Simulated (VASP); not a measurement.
Write the native input for VASP 6.6.1 that does the following.

- Task: single point
- Functional: BLYP
- Potentials or basis: VASP PAW PBE potentials, release 64 (Sc_sv)
- Cutoff: 520 eV
- k mesh: 13 × 13 × 13
- Occupations: fermi-dirac, width 0.1 eV
- Spin: no spin polarisation
- Dipole correction: no
- Further INCAR settings: ALGO = Normal; EDIFF = 1e-06; NBANDS = 12

The structure of Sc lies in POSCAR:

```
Sc
1.0
    0.0000000000      2.2916196166      2.2916196166
    2.2916196166      0.0000000000      2.2916196166
    2.2916196166      2.2916196166      0.0000000000
Sc
1
Direct
    0.0000000000      0.0000000000      0.0000000000
```

This isn't the form of Sc at room conditions, which is hcp.

These files were run (other wordings do the same):

INCAR

```
AGGAC = 1.0
AGGAX = 1.0
ALDAC = 0.0
ALDAX = 1.0
ALGO = Normal
EDIFF = 1E-6
ENCUT = 520
GGA = B5
ISIF = 2
ISMEAR = -1
LASPH = T
LCHARG = T
LELF = T
LREAL = F
LVHAR = T
LWAVE = F
NBANDS = 12
NELM = 60
PREC = Accurate
SIGMA = 0.1
```

KPOINTS

```
k-points
0
Gamma
  13 13 13
```

Potentials or basis: VASP PAW PBE potentials, release 64 (Sc_sv).

Launch:

```console
$ cat potpaw_PBE.64/Sc_sv/POTCAR > POTCAR
$ mpirun -np 1 vasp_std > vasp.out
```

Results of the run:

```
Pressure               : 2.1 GPa
Band gap on the k mesh : zero (an odd number of electrons rules out a gap without spin polarisation)
```

Caveat: the PAW data sets were made with another functional, which shifts forces and pressure a little.

Wall time 20 s on 1 thread of AMD EPYC 7R13 Processor (Zen 3), on a shared host, peak memory 0.12 GiB.
